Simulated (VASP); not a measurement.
# Al3GaN4 (Pm) in VASP: further runs, part 2 of 2

VASP 6.6.1.

## Step 3: Single point, PBEsol (strain +0.0750 x Voigt [0, 1, 0, 0, 0, 0])

File INCAR:

```
ALGO = Normal ; EDIFF = 1E-7
ENCUT = 520 ; GGA = PS
ISIF = 2 ; ISMEAR = 0
LASPH = True ; LCHARG = False
LREAL = False ; LWAVE = False
NBANDS = 31 ; NELM = 100
PREC = Accurate ; SIGMA = 0.05
```

File KPOINTS:

```
k-points
0
Gamma
  6 8 4
```

File POSCAR:

```
Al3GaN4
1.0
    5.0434079743      0.0000000000      0.0001149899
    0.0000000000      3.3648294402      0.0000000000
   -0.0032362578      0.0000000000      5.4179919454
Al Ga N
3 1 4
Direct
    0.5002300429      0.5000000000      0.1673295662
    0.0009207031      0.5000000000      0.8348055926
    0.0010880657      0.0000000000      0.3316926346
    0.4994217128      0.0000000000      0.6662009018
    0.1111724737      0.0000000000      0.6663292504
    0.1224543244      0.5000000000      0.1671578642
    0.6251234792      0.5000000000      0.8401923549
    0.6231881982      0.0000000000      0.3262928352
```

Potentials or basis: VASP PAW PBE potentials, release 64 (Al, Ga_d, N).

Launch:

```
$ cat potpaw_PBE.64/Al/POTCAR potpaw_PBE.64/Ga_d/POTCAR potpaw_PBE.64/N/POTCAR > POTCAR
$ mpirun -np 1 vasp_std > vasp.out
```

OUTCAR:

```text
EDIFF = 1E-7
   ENCUT = 520
   GGA = PS
   ISIF = 2
   ISMEAR = 0
   LASPH = True
   LREAL = False
   NELM = 100
   PREC = Accurate

 ion  position               nearest neighbor table
   1  0.500  0.500  0.167-   7 1.88   6 1.91   8 1.99   8 1.99   2 3.10   2 3.10   3 3.16   3 3.16
                             3 3.16   3 3.16
   2  0.001  0.500  0.835-   7 1.90   6 1.90   5 1.99   5 1.99   1 3.10   1 3.10   3 3.17   3 3.17
                             3 3.20   3 3.20
   3  0.001  0.000  0.332-   5 1.90   8 1.91   6 2.00   6 2.00   4 3.10   4 3.11   1 3.16   1 3.16
[... 1037 lines left out ...]
  Total       -2.3588746    -14.6072820     -3.4238635      0.0000000      0.0000000     -0.0288978
  in kB      -41.1045526   -254.5390849    -59.6625078      0.0000000      0.0000000     -0.5035586
  external PRESSURE =    -118.4353818 kB  Pullay stress =       0.0000000 kB

 VOLUME and BASIS-vectors are now :
 -----------------------------------------------------------------------------
  energy-cutoff  :      520.00
  volume of cell :       91.94
      direct lattice vectors                 reciprocal lattice vectors
     5.043407974  0.000000000  0.000114990     0.198278623  0.000000000  0.000118435
     0.000000000  3.364829440  0.000000000     0.000000000  0.297191884  0.000000000
    -0.003236258  0.000000000  5.417991945    -0.000004208  0.000000000  0.184570224

 POSITION                                       TOTAL-FORCE (eV/Angst)
 -----------------------------------------------------------------------------------
      2.52232      1.68241      0.90665         0.274240      0.000000      0.398862
      0.00194      1.68241      4.52297         0.233503      0.000000     -0.411562
      0.00441      0.00000      1.79711         0.247178      0.000000     -0.399679
      2.51663      0.00000      3.60953         0.262449      0.000000      0.447266
      0.55853      0.00000      3.61018        -0.206563      0.000000      0.542185
      0.61705      1.68241      0.90567        -0.250150      0.000000      0.501548
      3.15003      1.68241      4.55223        -0.260158      0.000000     -0.546663
      3.14194      0.00000      1.76792        -0.300499      0.000000     -0.531957
 -----------------------------------------------------------------------------------
    total drift:                                0.000054      0.000000     -0.001288

  FREE ENERGIE OF THE ION-ELECTRON SYSTEM (eV)
  ---------------------------------------------------
  free  energy   TOTEN  =       -59.5112504938 eV

  energy  without entropy=      -59.5112504938  energy(sigma->0) =      -59.51125049
```

stdout:

```text
POSCAR found type information on POSCAR AlGaN
 POSCAR found :  3 types and       8 ions
 scaLAPACK will be used
 -----------------------------------------------------------------------------
|                                                                             |
|                                                                             |
|     You enforced a specific xc type in the INCAR file but a different       |
|     I HOPE YOU KNOW WHAT YOU ARE DOING!                                     |
|                                                                             |
 -----------------------------------------------------------------------------

 LDA part: xc-table for (Slater+PW92), standard interpolation
 POSCAR, INCAR and KPOINTS ok, starting setup
 FFT: planning ... GRIDC
 FFT: planning ... GRID_SOFT
 FFT: planning ... GRID
 WAVECAR not read
 entering main loop
```

It took 82 s on 1 thread of Intel Xeon 6975P-C (Granite Rapids), shared host; peak memory 0.31 GiB.

What came out:

| Property | Result |
| --- | --- |
| Free energy | -59.5113 eV |
| Pressure | -11.8 GPa |
| Largest force | 0.611 eV/Å |
| Band gap on the k mesh | 2.80 eV |

Forces on the atoms (eV/Å):
```
Al   0.274  0.000  0.399
Al   0.234  0.000 -0.412
Al   0.247  0.000 -0.400
Ga   0.262  0.000  0.447
N   -0.207  0.000  0.542
N   -0.250  0.000  0.502
N   -0.260  0.000 -0.547
N   -0.300  0.000 -0.532
```

Caveat: the cell differs from its parent crystal (strain +0.0750 x Voigt [0, 1, 0, 0, 0, 0]); the stress differs along the axes, from -25 to -4 GPa; the PAW data sets were made with another functional, which shifts forces and pressure a little. A k mesh can miss the band edges.

## Step 4: Single point, PBEsol (strain +0.0875 x Voigt [0, 1, 0, 0, 0, 0])

File INCAR:

```
SYSTEM = Al3GaN4
  ALGO = Normal
  EDIFF = 1E-7
  ENCUT = 520
  GGA = PS
  ISIF = 2
  ISMEAR = 0
  LASPH = .True.
  LCHARG = .False.
  LREAL = .False.
  LWAVE = .False.
  NBANDS = 31
  NELM = 100
  PREC = Accurate
  SIGMA = 0.05
```

File KPOINTS:

```
k-points
0
Gamma
  6 8 4
  0 0 0
```

Changes to POSCAR since step 3:

```diff
@@ -3,3 +3,3 @@
     5.0434079743      0.0000000000      0.0001149899
-    0.0000000000      3.3648294402      0.0000000000
+    0.0000000000      3.4039553640      0.0000000000
    -0.0032362578      0.0000000000      5.4179919454
```

Launch:

```
$ cat potpaw_PBE.64/Al/POTCAR potpaw_PBE.64/Ga_d/POTCAR potpaw_PBE.64/N/POTCAR > POTCAR
$ mpirun -np 1 vasp_std > vasp.out
```

Wall time 86 s (1 thread of Intel Xeon 6975P-C (Granite Rapids), shared host); peak memory 0.31 GiB.

Results (log left out):

```yaml
Free_energy: -59.3320 eV
Pressure: -13.2 GPa
Largest_force: 0.666 eV/Å
Band_gap_on_the_k_mesh: 2.68 eV
```

Forces on the atoms (eV/Å):
```
Al   0.292  0.000  0.427
Al   0.248  0.000 -0.441
Al   0.263  0.000 -0.430
Ga   0.279  0.000  0.481
N   -0.219  0.000  0.594
N   -0.266  0.000  0.549
N   -0.276  0.000 -0.597
N   -0.322  0.000 -0.583
```

Stress tensor (GPa, compression positive):
```
 -4.68   0.00  -0.05
  0.00 -28.39   0.00
 -0.05   0.00  -6.68
```

Levels at points of the mesh, in eV from the valence-band top:
```tsv
k point	band 19	band 20	band 21	band 22	band 23	band 24
(0.00, 0.00, 0.00)	-0.30	-0.08	0.00	2.68	4.15	4.77
(0.50, 0.00, 0.00)	-0.63	-0.62	-0.37	4.07	4.49	4.77
(0.00, 0.50, 0.00)	-1.66	-1.50	-1.44	5.55	5.58	6.94
(0.50, 0.50, 0.00)	-1.08	-1.07	-0.82	5.99	6.26	6.35
(0.00, 0.00, 0.50)	-0.56	-0.54	-0.45	4.60	4.91	5.54
(0.50, 0.00, 0.50)	-1.42	-1.23	-1.22	4.95	5.34	5.42
(0.00, 0.50, 0.50)	-1.73	-0.61	-0.46	4.99	5.49	5.57
(0.50, 0.50, 0.50)	-1.28	-1.21	-1.12	4.54	4.90	4.97
```

Caveat: the cell differs from its parent crystal (strain +0.0875 x Voigt [0, 1, 0, 0, 0, 0]); the stress differs along the axes, from -28 to -5 GPa; the PAW data sets were made with another functional, which shifts forces and pressure a little.

## Step 5: Single point, PBEsol (strain +0.1000 x Voigt [0, 1, 0, 0, 0, 0])

File INCAR:

```
ALGO = Normal
EDIFF = 1E-6
ENCUT = 520
GGA = PS
ISIF = 2
ISMEAR = 0
LASPH = True
LCHARG = True
LELF = True
LREAL = False
LVHAR = True
LWAVE = False
NBANDS = 31
NELM = 80
PREC = Accurate
SIGMA = 0.05
```

File KPOINTS:

```
k-points
0
Gamma
  6 8 4
```

Changes to POSCAR since step 4:

```diff
@@ -3,3 +3,3 @@
     5.0434079743      0.0000000000      0.0001149899
-    0.0000000000      3.4039553640      0.0000000000
+    0.0000000000      3.4430812877      0.0000000000
    -0.0032362578      0.0000000000      5.4179919454
```

Launch:

```
$ cat potpaw_PBE.64/Al/POTCAR potpaw_PBE.64/Ga_d/POTCAR potpaw_PBE.64/N/POTCAR > POTCAR
$ mpirun -np 1 vasp_std > vasp.out
```

It took 74 s on 1 thread of Intel Xeon 6975P-C (Granite Rapids), shared host; peak memory 0.31 GiB.

It converged, with:

- Free energy: -59.1342 eV
- Pressure: -14.5 GPa
- Largest force: 0.712 eV/Å
- Band gap on the k mesh: 2.56 eV

Forces on the atoms (eV/Å):
```
Al   0.305  0.000  0.448
Al   0.258  0.000 -0.462
Al   0.274  0.000 -0.453
Ga   0.290  0.000  0.506
N   -0.225  0.000  0.638
N   -0.277  0.000  0.589
N   -0.286  0.000 -0.639
N   -0.338  0.000 -0.626
```

Stress tensor (GPa, compression positive):
```
 -5.22   0.00  -0.05
  0.00 -31.03   0.00
 -0.05   0.00  -7.34
```

Levels at points of the mesh, in eV from the valence-band top:
```csv
k point,band 18,band 19,band 20,band 21,band 22,band 23,band 24,band 25
"(0.00, 0.00, 0.00)",-0.95,-0.32,-0.09,0.00,2.56,3.98,4.60,5.32
"(0.50, 0.00, 0.00)",-0.95,-0.65,-0.63,-0.38,3.95,4.38,4.65,4.89
"(0.00, 0.50, 0.00)",-1.71,-1.64,-1.49,-1.43,5.54,5.57,6.82,7.14
"(0.50, 0.50, 0.00)",-1.08,-1.06,-1.06,-0.80,5.97,6.23,6.34,6.35
"(0.00, 0.00, 0.50)",-0.82,-0.57,-0.56,-0.46,4.47,4.79,5.36,5.81
"(0.50, 0.00, 0.50)",-1.43,-1.39,-1.28,-1.19,4.82,5.23,5.30,5.37
"(0.00, 0.50, 0.50)",-1.81,-1.70,-0.59,-0.43,4.96,5.48,5.56,5.86
"(0.50, 0.50, 0.50)",-1.34,-1.25,-1.18,-1.10,4.52,4.87,4.95,5.05
```

Caveat: the cell differs from its parent crystal (strain +0.1000 x Voigt [0, 1, 0, 0, 0, 0]); the stress differs along the axes, from -31 to -5 GPa; the PAW data sets were made with another functional, which shifts forces and pressure a little. A k mesh can miss the band edges.

## Step 6: The runs side by side

```tsv
cell	gap on the mesh (eV)	pressure (GPa)	largest force (eV/Å)
a = 5.043, b = 3.287, c = 5.418 Å, 8 atoms	3.03	-8.6	0.47
a = 5.043, b = 3.365, c = 5.418 Å, 8 atoms	2.80	-11.8	0.61
a = 5.043, b = 3.404, c = 5.418 Å, 8 atoms	2.68	-13.2	0.67
a = 5.043, b = 3.443, c = 5.418 Å, 8 atoms	2.56	-14.5	0.71
```

Alike in all rows: task single point; level PBEsol; potentials or basis VASP PAW PBE potentials, release 64 (Al, Ga_d, N); no spin polarisation; k mesh 6 × 8 × 4; cutoff (eV) 520; smearing gaussian 0.05 eV.

Caveats: the PAW data sets were made with another functional, which shifts forces and pressure a little; the stress differs along the axes, from -19 to -3 GPa (at least some runs); the stress differs along the axes, from -25 to -4 GPa (at least some runs); the stress differs along the axes, from -28 to -5 GPa (at least some runs); the stress differs along the axes, from -31 to -5 GPa (at least some runs).

Total energies depend on the potentials used, so only differences within one code and one set of settings carry meaning.
